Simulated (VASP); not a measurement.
# AlNi (Cmmm) in VASP: a series of runs

The runs below take AlNi through single point, with r2SCAN.

Everything below comes from runs of VASP 6.6.1. Logs are shortened: lines on timing, memory, paths and dates and some standing lists are left out, and cuts for length are marked.

## (1) The cell of the first run

The structure is orthorhombic, space group Cmmm (No. 65). The conventional cell has a = 3.812 Å, b = 3.840 Å, c = 3.047 Å, α = 90.00°, β = 90.00°, γ = 90.00°. Within 3.2 Å of Al (site symmetry mmm) lie 8 Ni at 2.44 to 2.45 Å and 6 Al at 2.71 to 3.05 Å. Ni (site symmetry mmm) has 8 Al at 2.44 to 2.45 Å and 6 Ni at 2.71 to 3.05 Å within 3.2 Å.

## (2) Single point, r2SCAN, collinear spin, ferromagnetic start

File POSCAR:

```
AlNi
1.0
    1.9058284305     -1.9200788356      0.0000000000
    1.9058284305      1.9200788356      0.0000000000
    0.0000000000      0.0000000000      3.0468871769
Al Ni
1 1
Direct
    0.0000000000      0.0000000000      0.0000000000
    0.5000000000      0.5000000000      0.5000000000
```

File INCAR.step1:

```
PREC = Accurate
ENCUT = 520
ISMEAR = -1
SIGMA = 0.1
LREAL = False
LASPH = True
NELM = 150
ISPIN = 2
MAGMOM = 0 1
LMAXMIX = 4
NBANDS = 18
GGA = PE
ALGO = Normal
EDIFF = 1E-4
LWAVE = True
LCHARG = False
```

File INCAR.step2:

```
PREC = Accurate
ENCUT = 520
EDIFF = 1E-7
ISMEAR = -1
SIGMA = 0.1
LREAL = False
LASPH = True
NELM = 150
ALGO = Normal
ISIF = 2
LWAVE = False
LCHARG = False
ISPIN = 2
MAGMOM = 0 1
LORBIT = 11
LMAXMIX = 4
METAGGA = R2SCAN
LMIXTAU = True
NBANDS = 18
ISTART = 1
```

File KPOINTS:

```
regular mesh
0
Gamma
  10 10 9
```

Potentials or basis: VASP PAW PBE potentials, release 64 (Al, Ni).

Command:

```
$ cat potpaw_PBE.64/Al/POTCAR potpaw_PBE.64/Ni/POTCAR > POTCAR
$ cp INCAR.step1 INCAR
$ mpirun -np 1 vasp_std > vasp.out
$ cp INCAR.step2 INCAR
$ mpirun -np 1 vasp_std > vasp.out
```

OUTCAR:

```text
PREC = Accurate
   ENCUT = 520
   EDIFF = 1E-7
   ISMEAR = -1
   LREAL = False
   LASPH = True
   NELM = 150
   ISIF = 2
   ISPIN = 2
   LORBIT = 11
   METAGGA = R2SCAN
   ISTART = 1

 ion  position               nearest neighbor table
   1  0.000  0.000  0.000-   2 2.44   2 2.44   2 2.44   2 2.44   2 2.45   2 2.45   2 2.45   2 2.45

   2  0.500  0.500  0.500-   1 2.44   1 2.44   1 2.44   1 2.44   1 2.45   1 2.45   1 2.45   1 2.45

  LATTYP: Found a base centered orthorhombic cell.
 ALAT       =     3.8116568610
 B/A-ratio  =     1.0074772760
 C/A-ratio  =     0.7993603013

  Lattice vectors:

 A1 = (   1.9058284305,  -1.9200788356,   0.0000000000)
 A2 = (   1.9058284305,   1.9200788356,   0.0000000000)
 A3 = (   0.0000000000,   0.0000000000,   3.0468871769)

Analysis of symmetry for initial positions (statically):
=====================================================================
 Subroutine PRICEL returns:
 Original cell was already a primitive cell.

 Routine SETGRP: Setting up the symmetry group for a
 base centered orthorhombic supercell.

 Subroutine GETGRP returns: Found  8 space group operations
 (whereof  8 operations were pure point group operations)
 out of a pool of  8 trial point group operations.

The static configuration has the point symmetry D_2h.

Analysis of symmetry for dynamics (positions and initial velocities):
=====================================================================
 Subroutine PRICEL returns:
 Original cell was already a primitive cell.

 Routine SETGRP: Setting up the symmetry group for a
 base centered orthorhombic supercell.

 Subroutine GETGRP returns: Found  8 space group operations
 (whereof  8 operations were pure point group operations)
 out of a pool of  8 trial point group operations.

The dynamic configuration has the point symmetry D_2h.

Analysis of structural, dynamic, and magnetic symmetry:
=====================================================================
 Subroutine PRICEL returns:
 Original cell was already a primitive cell.

 Routine SETGRP: Setting up the symmetry group for a
 base centered orthorhombic supercell.

 Subroutine GETGRP returns: Found  8 space group operations
 (whereof  8 operations were pure point group operations)
 out of a pool of  8 trial point group operations.

The overall configuration has the point symmetry D_2h.

 Subroutine INISYM returns: Found  8 space group operations
 (whereof  8 operations are pure point group operations),
 and found     1 'primitive' translations

----------------------------------------------------------------------------------------

                                     Primitive cell

  volume of cell :      22.2992

  direct lattice vectors                    reciprocal lattice vectors
     1.905828430 -1.920078836  0.000000000     0.262353102 -0.260405974  0.000000000
     1.905828430  1.920078836  0.000000000     0.262353102  0.260405974  0.000000000
     0.000000000  0.000000000  3.046887177     0.000000000  0.000000000  0.328203817

  length of vectors
     2.705343738  2.705343738  3.046887177     0.369649052  0.369649052  0.328203817

  position of ions in fractional coordinates (direct lattice)
     0.000000000  0.000000000  0.000000000
     0.500000000  0.500000000  0.500000000

  ion indices of the primitive-cell ions
   primitive index   ion index
                 1           1
                 2           2

----------------------------------------------------------------------------------------

 KPOINTS: regular mesh

Automatic generation of k-mesh.
 Grid dimensions read from file:
 generate k-points for:   10   10    9

 Generating k-lattice:

  Cartesian coordinates                     Fractional coordinates (reciprocal lattice)
     0.026235310 -0.026040597  0.000000000     0.100000000  0.000000000  0.000000000
     0.026235310  0.026040597  0.000000000     0.000000000  0.100000000  0.000000000
     0.000000000  0.000000000  0.036467091     0.000000000  0.000000000  0.111111111

  Length of vectors
     0.036964905  0.036964905  0.036467091

  Shift w.r.t. Gamma in fractional coordinates (k-lattice)
     0.000000000  0.000000000  0.000000000

 Subroutine IBZKPT returns following result:
 ===========================================

 Found    155 irreducible k-points:

 Following reciprocal coordinates:
            Coordinates               Weight
  0.000000  0.000000  0.000000      1.000000
  0.100000 -0.000000  0.000000      4.000000
  0.200000 -0.000000  0.000000      4.000000
  0.300000 -0.000000  0.000000      4.000000
  0.400000  0.000000  0.000000      4.000000
  0.500000  0.000000  0.000000      2.000000
[... 16 lines left out ...]
  0.300000  0.300000  0.000000      2.000000
  0.400000  0.300000  0.000000      4.000000
 [... further k-points ...]
   k-points           NKPTS =    155   k-points in BZ     NKDIM =    155   number of bands    NBANDS=     18
   number of dos      NEDOS =    301   number of ions     NIONS =      2
   total plane-waves  NPLWV =   9600
   dimension x,y,z NGX =    20 NGY =   20 NGZ =   24
   dimension x,y,z NGXF=    40 NGYF=   40 NGZF=   48
   ions per type =               1   1
   NGX,Y,Z   is equivalent  to a cutoff of  12.29, 12.29, 13.10 a.u.
   NGXF,Y,Z  is equivalent  to a cutoff of  24.58, 24.58, 26.19 a.u.
 SYSTEM =  unknown system
   PREC   = accura    normal or accurate (medium, high low for compatibility)
   ISTART =      1    job   : 0-new  1-cont  2-samecut
   ICHARG =      0    charge: 1-file 2-atom 10-const
   ISPIN  =      2    spin polarized calculation?
   LNONCOLLINEAR =      F non collinear calculations
   LSORBIT =      F    spin-orbit coupling
   LASPH  =      T    aspherical Exc in radial PAW
   ENCUT  =  520.0 eV  38.22 Ry    6.18 a.u.   5.03  5.03  5.67*2*pi/ulx,y,z
   NELM   =    150;   NELMIN=  2; NELMDL=  0     # of ELM steps
   EDIFF  = 0.1E-06   stopping-criterion for ELM
   LREAL  =      F    real-space projection
   EDIFFG = 0.1E-05   stopping-criterion for IOM
   NSW    =      0    number of steps for IOM
   IBRION =     -1    ionic relax: 0-MD 1-quasi-New 2-CG
   NFREE  =      0    steps in history (QN), initial steepest desc. (CG)
   ISIF   =      2    stress and relaxation
   ISYM   =      2    0-nonsym 1-usesym 2-fastsym
   POTIM  = 0.5000    time-step for ionic-motion
   TEBEG  =    0.0;   TEEND  =   0.0 temperature during run
   PSTRESS=    0.0 pullay stress
   NELECT =      13.0000    total number of electrons
   NUPDOWN=      -1.0000    fix difference up-down
   EMIN   =  10.00;   EMAX   =-10.00  energy-range for DOS
   EFERMI =   0.00;   METHOD = LEGACY
   ISMEAR =    -1;   SIGMA  =   0.10  broadening in eV -4-tet -1-fermi 0-gaus
   EFERMI_NEDOS =   21; number of points for ismear=-14 and -15
   IALGO  =     38    algorithm
   IMIX   =      4    mixing-type and parameters
     AMIX     =   0.40;   BMIX     =  1.00
     AMIX_MAG =   1.60;   BMIX_MAG =  1.00
  volume/ion in A,a.u.               =      11.15        75.24
  Fermi-wavevector in a.u.,A,eV,Ry     =   1.367601  2.584392 25.447434  1.870334
  Thomas-Fermi vector in A             =   2.493639
   LORBIT       =     11    0 simple, 1 ext, 2 COOP (PROOUT), +10 PAW based schemes
   METAGGA = R2SCAN    functional components
   LHFCALC =     F    Hartree Fock is set to
   AEXX    =    0.0000 exact exchange contribution
   IVDW    =     0    specifies the selected vdW correction
   LEPSILON=     F    determine dielectric tensor
   LRPA    =     F    only Hartree local field effects (RPA)
 spin polarized calculation
  energy-cutoff  :      520.00
  volume of cell :       22.30
 maximum number of plane-waves:       616
   NGX = 11   NGY = 11   NGZ = 11

 number of electron      13.0000008 magnetization       0.0000009

 Free energy of the ion-electron system (eV)
  ---------------------------------------------------
  ext. energy  EPLUGINS =         0.00000000
  ---------------------------------------------------
  free energy    TOTEN  =       -19.99579271 eV

  energy without entropy =      -19.96603519  energy(sigma->0) =      -19.98091395

 E-fermi :  10.8535     XC(G=0): -13.3862

 val. band max:       10.8440148201   @ k =   0.4000   0.2000   0.1111
 cond. band min:      10.8573407082   @ k =  -0.4000   0.2000   0.1111
 fundamental gap:      0.0133258880
 Fermi energy:        10.8535478083

 spin component 1

 k-point     1 :       0.0000    0.0000    0.0000
  band No.  band energies     occupation
      1      -1.4268      1.00000
      2       6.9875      1.00000
      3       7.2021      1.00000
      4       8.9982      1.00000
      5       9.0193      1.00000
      6       9.2837      1.00000
[... 10 lines left out ...]
     17      36.2936      0.00000
     18      36.3224      0.00000
[... 463 lines left out ...]
 k-point    24 :       0.4000    0.3000    0.0000
  band No.  band energies     occupation
      1       3.5896      1.00000
      2       6.2383      1.00000
      3       7.8778      1.00000
      4       8.0706      1.00000
      5       8.4102      1.00000
      6       8.4250      1.00000
[... 10 lines left out ...]
     17      36.0925      0.00000
     18      37.3253      0.00000

 [... further k-points ...]

 spin component 2

 k-point     1 :       0.0000    0.0000    0.0000
  band No.  band energies     occupation
      1      -1.4268      1.00000
      2       6.9875      1.00000
      3       7.2021      1.00000
      4       8.9982      1.00000
      5       9.0193      1.00000
      6       9.2837      1.00000
[... 10 lines left out ...]
     17      36.2936      0.00000
     18      36.3224      0.00000
[... 463 lines left out ...]
 k-point    24 :       0.4000    0.3000    0.0000
  band No.  band energies     occupation
      1       3.5896      1.00000
      2       6.2383      1.00000
      3       7.8778      1.00000
      4       8.0706      1.00000
      5       8.4102      1.00000
      6       8.4250      1.00000
[... 10 lines left out ...]
     17      36.0925      0.00000
     18      37.3253      0.00000

 [... further k-points ...]
[... 5 lines left out ...]
  --------------------------------------------------------------------------------------
  -------------------------------------------------------------------------------------
  Total        2.0218616      1.7539741      0.6801183     -0.0000000      0.0000000      0.0000000
  in kB      145.2689450    126.0214676     48.8658926     -0.0000000      0.0000000      0.0000000
  external PRESSURE =     106.7187684 kB  Pullay stress =       0.0000000 kB

 VOLUME and BASIS-vectors are now :
 -----------------------------------------------------------------------------
  energy-cutoff  :      520.00
  volume of cell :       22.30
      direct lattice vectors                 reciprocal lattice vectors
     1.905828430 -1.920078836  0.000000000     0.262353102 -0.260405974  0.000000000
     1.905828430  1.920078836  0.000000000     0.262353102  0.260405974  0.000000000
     0.000000000  0.000000000  3.046887177     0.000000000  0.000000000  0.328203817

 POSITION                                       TOTAL-FORCE (eV/Angst)
 -----------------------------------------------------------------------------------
      0.00000      0.00000      0.00000        -0.000000      0.000000      0.000000
      1.90583      0.00000      1.52344         0.000000     -0.000000      0.000000
 -----------------------------------------------------------------------------------
    total drift:                                0.000000      0.000000      0.000000

  FREE ENERGIE OF THE ION-ELECTRON SYSTEM (eV)
  ---------------------------------------------------
  free  energy   TOTEN  =       -19.9957927097 eV

  energy  without entropy=      -19.9660351870  energy(sigma->0) =      -19.98091395

 total charge

# of ion       s       p       d       tot
------------------------------------------
    1        0.393   0.462   0.000   0.855
    2        0.520   0.608   8.511   9.639
--------------------------------------------------
tot          0.913   1.070   8.511  10.494

 magnetization (x)

# of ion       s       p       d       tot
------------------------------------------
    1       -0.000   0.000   0.000   0.000
    2        0.000  -0.000   0.000   0.000
--------------------------------------------------
tot          0.000   0.000   0.000   0.000
```

Run time: 4.9 min. Hardware: 1 thread of Intel Xeon Platinum 8488C (Sapphire Rapids), shared host; peak memory 0.21 GiB.

Results:

```
Free energy                                           : -19.9958 eV
Pressure                                              : 10.7 GPa
Net moment                                            : 0.00 μB per cell
Valence electrons inside the program's atomic spheres : Al 0.85; Ni 9.64
```

Levels at points of the mesh, in eV from the Fermi level:
Spin up:
```
           k point  band 3  band 4  band 5  band 6  band 7  band 8  band 9  band 10  band 11  band 12
(0.00, 0.00, 0.00)   -3.65   -1.86   -1.83   -1.57    3.26    7.59    7.82     7.87     9.14    16.86
(0.50, 0.00, 0.00)   -3.12   -3.07   -2.36   -1.71   -0.37    8.36    8.37    10.42    12.57    14.19
(0.50, 0.50, 0.00)   -2.75   -2.75   -2.74   -2.61   -0.91    2.44    3.84    12.18    14.67    14.74
```
Spin down:
```
           k point  band 4  band 5  band 6  band 7  band 8  band 9  band 10  band 11
(0.00, 0.00, 0.00)   -1.86   -1.83   -1.57    3.26    7.59    7.82     7.87     9.14
(0.50, 0.00, 0.00)   -3.07   -2.36   -1.71   -0.37    8.36    8.37    10.42    12.57
(0.50, 0.50, 0.00)   -2.75   -2.74   -2.61   -0.91    2.44    3.84    12.18    14.67
```

Caveat: the PAW data sets were made with another functional, which shifts forces and pressure a little.

## (3) Single point, r2SCAN, collinear spin, ferromagnetic start

This run uses another cell than the first one, of 11.50 Å³/atom, 1.032 times its volume.

File POSCAR:

```
AlNi
1.0
    1.9256822388     -1.9400810963      0.0000000000
    1.9256822388      1.9400810963      0.0000000000
    0.0000000000      0.0000000000      3.0786278693
Al Ni
1 1
Direct
    0.0000000000      0.0000000000      0.0000000000
    0.5000000000      0.5000000000      0.5000000000
```

INCAR.step1 is that of step 2.

INCAR.step2 is that of step 2.

File KPOINTS:

```
Automatic mesh
0
Gamma
  10 10 9
```

Potentials or basis: VASP PAW PBE potentials, release 64 (Al, Ni).

Command:

```
$ cat potpaw_PBE.64/Al/POTCAR potpaw_PBE.64/Ni/POTCAR > POTCAR
$ cp INCAR.step1 INCAR
$ mpirun -np 1 vasp_std > vasp.out
$ cp INCAR.step2 INCAR
$ mpirun -np 1 vasp_std > vasp.out
```

OUTCAR:

```text
PREC = Accurate
   ENCUT = 520
   EDIFF = 1E-7
   ISMEAR = -1
   LREAL = False
   LASPH = True
   NELM = 150
   ISIF = 2
   ISPIN = 2
   LORBIT = 11
   METAGGA = R2SCAN
   ISTART = 1

 ion  position               nearest neighbor table
   1  0.000  0.000  0.000-   2 2.47   2 2.47   2 2.47   2 2.47   2 2.48   2 2.48   2 2.48   2 2.48

   2  0.500  0.500  0.500-   1 2.47   1 2.47   1 2.47   1 2.47   1 2.48   1 2.48   1 2.48   1 2.48

  LATTYP: Found a base centered orthorhombic cell.
 ALAT       =     3.8513644776
 B/A-ratio  =     1.0074772760
 C/A-ratio  =     0.7993603013
[... 1225 lines left out ...]
  external PRESSURE =      42.5273902 kB  Pullay stress =       0.0000000 kB

 VOLUME and BASIS-vectors are now :
 -----------------------------------------------------------------------------
  energy-cutoff  :      520.00
  volume of cell :       23.00
      direct lattice vectors                 reciprocal lattice vectors
     1.925682239 -1.940081096  0.000000000     0.259648238 -0.257721185  0.000000000
     1.925682239  1.940081096  0.000000000     0.259648238  0.257721185  0.000000000
     0.000000000  0.000000000  3.078627869     0.000000000  0.000000000  0.324820031

 POSITION                                       TOTAL-FORCE (eV/Angst)
 -----------------------------------------------------------------------------------
      0.00000      0.00000      0.00000         0.000000      0.000000      0.000000
      1.92568      0.00000      1.53931        -0.000000     -0.000000      0.000000
 -----------------------------------------------------------------------------------
    total drift:                                0.000000      0.000000      0.000000

  FREE ENERGIE OF THE ION-ELECTRON SYSTEM (eV)
  ---------------------------------------------------
  free  energy   TOTEN  =       -20.0283781736 eV

  energy  without entropy=      -19.9982599482  energy(sigma->0) =      -20.01331906

 total charge

# of ion       s       p       d       tot
------------------------------------------
    1        0.388   0.447   0.000   0.835
    2        0.506   0.578   8.494   9.578
--------------------------------------------------
tot          0.894   1.025   8.494  10.413

 magnetization (x)

# of ion       s       p       d       tot
------------------------------------------
    1        0.000   0.000   0.000   0.000
    2        0.000  -0.000   0.000   0.000
--------------------------------------------------
tot          0.000   0.000   0.000   0.000
```

OSZICAR.step1:

```text
N       E                     dE             d eps       ncg     rms          rms(c)
DAV:   1     0.460174290257E+02    0.46017E+02   -0.52845E+03 11560   0.804E+02
DAV:   2    -0.926682231148E+01   -0.55284E+02   -0.48565E+02 12142   0.163E+02
DAV:   3    -0.119270320625E+02   -0.26602E+01   -0.26102E+01 13394   0.369E+01
DAV:   4    -0.119610809829E+02   -0.34049E-01   -0.34020E-01 13010   0.371E+00
DAV:   5    -0.119618214155E+02   -0.74043E-03   -0.74038E-03 13276   0.593E-01    0.130E+01
DAV:   6    -0.140590027673E+02   -0.20972E+01   -0.43089E+01 12668   0.772E+01    0.166E+01
DAV:   7    -0.105030399811E+02    0.35560E+01   -0.12802E+01 12642   0.453E+01    0.133E+00
DAV:   8    -0.104892619549E+02    0.13778E-01   -0.27267E-01 14748   0.495E+00    0.110E+00
DAV:   9    -0.104749636294E+02    0.14298E-01   -0.49978E-02 14608   0.225E+00    0.487E-01
DAV:  10    -0.104751096212E+02   -0.14599E-03   -0.94504E-04 14514   0.284E-01    0.208E-01
DAV:  11    -0.104751160291E+02   -0.64080E-05   -0.20884E-03 12274   0.403E-01    0.706E-02
DAV:  12    -0.104751443550E+02   -0.28326E-04   -0.16464E-04  6612   0.125E-01
   1 F= -.10475144E+02 E0= -.10460140E+02  d E =-.300079E-01  mag=    -0.0010
```

Wall time 4.8 min (1 thread of Intel Xeon Platinum 8488C (Sapphire Rapids), shared host); peak memory 0.21 GiB.

Results:

- Free energy: -20.0284 eV
- Pressure: 4.3 GPa
- Net moment: 0.00 μB per cell
- Valence electrons inside the program's atomic spheres: Al 0.83; Ni 9.58

Stress tensor (GPa, compression positive):
```
 7.80  0.00  0.00
 0.00  6.02  0.00
 0.00  0.00 -1.07
```

Levels at points of the mesh, in eV from the Fermi level:
Spin up:
```tsv
k point	band 5	band 6	band 7	band 8	band 9	band 10
(0.00, 0.00, 0.00)	-1.76	-1.51	3.19	7.47	7.64	7.69
(0.50, 0.00, 0.00)	-2.27	-1.64	-0.36	8.26	8.31	10.13
(0.50, 0.50, 0.00)	-2.62	-2.54	-0.88	2.37	3.65	11.86
```
Spin down:
```csv
k point,band 3,band 4,band 5,band 6,band 7,band 8,band 9,band 10,band 11,band 12
"(0.00, 0.00, 0.00)",-3.49,-1.78,-1.76,-1.51,3.19,7.47,7.64,7.69,9.04,16.27
"(0.50, 0.00, 0.00)",-2.99,-2.95,-2.27,-1.64,-0.36,8.26,8.31,10.13,12.38,13.81
"(0.50, 0.50, 0.00)",-2.67,-2.63,-2.62,-2.54,-0.88,2.37,3.65,11.86,14.43,14.49
```

Caveat: the PAW data sets were made with another functional, which shifts forces and pressure a little.

(Part 1 of 2 ends here.)
